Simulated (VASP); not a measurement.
Write the native input for VASP 6.6.1 that does the following.

```
Task                   : single point
Functional             : PBEsol
Potentials or basis    : VASP PAW PBE potentials, release 64 (Al)
Cutoff                 : 500 eV
k mesh                 : 21 × 13 × 6
Occupations            : gaussian, width 0.15 eV
Spin                   : no spin polarisation
Dipole correction      : no
Further INCAR settings : ALGO = Normal; EDIFF = 1e-06; NBANDS = 22
```

The structure of Al lies in POSCAR:

```
Al
1.0
   -1.6064390039      1.6064390039     -1.6064390039
   -3.2128780077     -3.2128780077      0.0000000000
   -4.8193170116      4.8193170116      8.0321950194
Al
8
Direct
    0.6250000000      0.5000000000      0.1250000000
    0.0000000000      0.0000000000      0.0000000000
    0.8750000000      0.5000000000      0.3750000000
    0.2500000000      0.0000000000      0.2500000000
    0.1250000000      0.5000000000      0.6250000000
    0.5000000000      0.0000000000      0.5000000000
    0.3750000000      0.5000000000      0.8750000000
    0.7500000000      0.0000000000      0.7500000000
```

This isn't the form of Al at room conditions, which is fcc.

These files were run (other wordings do the same):

INCAR

```
ALGO = Normal
EDIFF = 1E-6
ENCUT = 500
GGA = PS
GGA_COMPAT = F
ISIF = 2
ISMEAR = 0
LASPH = T
LCHARG = F
LREAL = F
LWAVE = F
NBANDS = 22
NELM = 120
PREC = Accurate
SIGMA = 0.15
```

KPOINTS

```
k-points
0
Gamma
  21 13 6
```

Potentials or basis: VASP PAW PBE potentials, release 64 (Al).

Command:

```sh
$ cat potpaw_PBE.64/Al/POTCAR > POTCAR
$ mpirun -np 1 vasp_std > vasp.out
```

Results of the run:

The pressure is 0.0 GPa and the band gap on the k mesh is zero (bands 12 and 13 overlap by 4.43 eV).

Caveat: the PAW data sets were made with another functional, which shifts forces and pressure a little.

It took 7.9 min on 1 thread of Intel(R) Xeon(R) 6975P-C (Granite Rapids), on a shared host, peak memory 0.84 GiB.
